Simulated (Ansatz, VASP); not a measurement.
**One calculation of Zr, two programs**

```
Zr
1.0
     3.16736    0.00000    0.00000
    -1.58368    2.74301    0.00000
     0.00000    0.00000    5.14700
Zr
2
Direct
  0.33333 0.66667 0.25000
  0.66667 0.33333 0.75000
```

Change from the starting cell: equal xx and yy strain of -2 %, crystal datasets.

Alike in both runs: task electric field gradients; functional LDA; k mesh 13 × 13 × 7; occupations fermi-dirac, width 0.03 eV; no spin polarisation.

```csv
,VASP,Ansatz
version,VASP 6.6.1,Ansatz 0.2.0
potentials or method,"VASP PAW LDA potentials, release 64 (Zr_sv), cutoff 520 eV","all-electron PAW with datasets made for the crystal, scalar-relativistic"
```

```tsv
	VASP	Ansatz	Ansatz less VASP
pressure (GPa)	-2.5	-2.5	-0.06
traceless stress, the component that is largest in VASP (GPa)	-0.32	-0.34	-0.023
size of Vzz on the site where it differs most (V/Å²)	32.9	33.5	+0.64
```

LDA's correlation is that of Perdew and Zunger in VASP and of Perdew and Wang (1992) in Ansatz. Ansatz ran all-electron here, and VASP with PAW potentials.
